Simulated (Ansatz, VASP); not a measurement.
## Two plane-wave programs on ZnS

INCAR

```
SYSTEM = ZnS
ALGO = Normal ; EDIFF = 1E-7
ENCUT = 520 ; GGA = PE
ISIF = 2 ; ISMEAR = 0
LASPH = .True. ; LCHARG = .False.
LREAL = .False. ; LWAVE = .False.
NBANDS = 36 ; NELM = 60
PREC = Accurate ; SIGMA = 0.05
```

File KPOINTS:

```
k-points
0
Gamma
  8 8 3
  0 0 0
```

File POSCAR:

```
ZnS
1.0
    2.7046500000     -2.7046500000      0.0000000000
    2.7046500000      0.0000000000     -2.7046500000
    6.4911600000      4.3274400000      5.4093000000
Zn S
3 3
Direct
    0.6166533333      0.6666666667      0.1250333333
   -0.3166800000      0.0000000000      0.7917000000
    0.1499866667      0.3333333333      0.4583666667
    0.3166533333      0.6666666667      0.8750333333
    0.7833200000      1.0000000000      0.5417000000
    0.2499866667      0.3333333333      0.2083666667
```

Input for Ansatz:

```yaml
crystal:
  lattice:
    - [2.70465, -2.70465, 0.0]
    - [2.70465, 0.0, -2.70465]
    - [6.49116, 4.32744, 5.4093]
  atoms:
    - { symbol: Zn, position: [0.6166533333, 0.6666666667, 0.1250333333] }
    - { symbol: Zn, position: [-0.31668, 0.0, 0.7917] }
    - { symbol: Zn, position: [0.1499866667, 0.3333333333, 0.4583666667] }
    - { symbol: S, position: [0.3166533333, 0.6666666667, 0.8750333333] }
    - { symbol: S, position: [0.78332, 1.0, 0.5417] }
    - { symbol: S, position: [0.2499866667, 0.3333333333, 0.2083666667] }
basis:
  ecutwfc: 420
kpoints:
  mp_grid: { grid: [8, 8, 3] }
hamiltonian:
  xc: pbe
scf:
  occupations: { method: gaussian, width: 0.05 }
output:
  forces: true
  stress: true
  eigenvalues: true
```

Alike in both runs: task single point; functional PBE; k mesh 8 × 8 × 3; occupations gaussian, width 0.05 eV; no spin polarisation.

```csv
,VASP,Ansatz
version,VASP 6.6.1,Ansatz 0.2.0
potentials or method,"VASP PAW PBE potentials, release 64 (Zn, S), cutoff 520 eV","scalar-relativistic, plane waves, PAW"
valence electrons in the cell,54,54
```

Ansatz gave:

```
gap on the k mesh at the Fermi level (eV)                     : 1.42
least direct gap on the mesh (eV)                             : 1.42
pressure (GPa)                                                : 0.7
traceless stress, the component that is largest in VASP (GPa) : -2.21
rms of the force components (eV/Å)                            : 0.187
```

**Question.** What did VASP give for the same quantities?

**Answer.** gap on the k mesh at the Fermi level (eV): 1.43; least direct gap on the mesh (eV): 1.43; pressure (GPa): 0.8; traceless stress, the component that is largest in VASP (GPa): -2.21; rms of the force components (eV/Å): 0.189.

Atom by atom the forces differ by 0.004 eV/Å (rms over components). With one functional, cell and mesh, what is left measures potentials, basis and numerics.
